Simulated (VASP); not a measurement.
**ZrSnI6: single point with r2SCAN+rVV10**

Crystal: ZrSnI6.

```
Zr Sn I
1.0
     0.00000    5.96379    5.96379
     5.96379    0.00000    5.96379
     5.96379    5.96379    0.00000
Zr Sn I
1 1 6
Cartesian
  5.9638 5.9638 5.9638
  0.0000 0.0000 0.0000
  3.1108 5.9638 5.9638
  8.8168 5.9638 5.9638
  5.9638 3.1108 5.9638
  5.9638 8.8168 5.9638
  5.9638 5.9638 3.1108
  5.9638 5.9638 8.8168
```

```yaml
Program: VASP 6.6.1
Task: single point
Functional: r2SCAN
Dispersion: rVV10
Potentials_or_basis: VASP PAW PBE potentials, release 64 (Zr_sv, Sn_d, I)
Cutoff: 550 eV
k_mesh: 4 × 4 × 4
Occupations: fermi-dirac, width 0.03 eV
Spin: no spin polarisation
```

* Pressure: 0.0 GPa
* Band gap on the k mesh: 1.83 eV (least direct gap 1.90 eV)

Levels at points of the mesh, in eV from the valence-band top:
```tsv
k point	band 31	band 32	band 33	band 34	band 35	band 36	band 37	band 38
(0.00, 0.00, 0.00)	-0.65	0.00	0.00	0.00	1.90	1.90	1.90	3.31
(0.50, 0.00, 0.00)	-0.48	-0.48	-0.30	-0.14	1.83	1.97	1.97	2.37
(0.50, 0.50, 0.00)	-0.83	-0.69	-0.69	-0.01	1.90	2.38	2.38	3.70
```

Run time: 30 min on 1 thread of Intel(R) Xeon(R) 6975P-C (Granite Rapids), on a shared host, peak memory 2 GiB.

Caveat: the PAW data sets were made with another functional, which shifts forces and pressure a little; spin-orbit coupling is left out, which moves the levels of the heavy elements. A k mesh can miss the band edges.
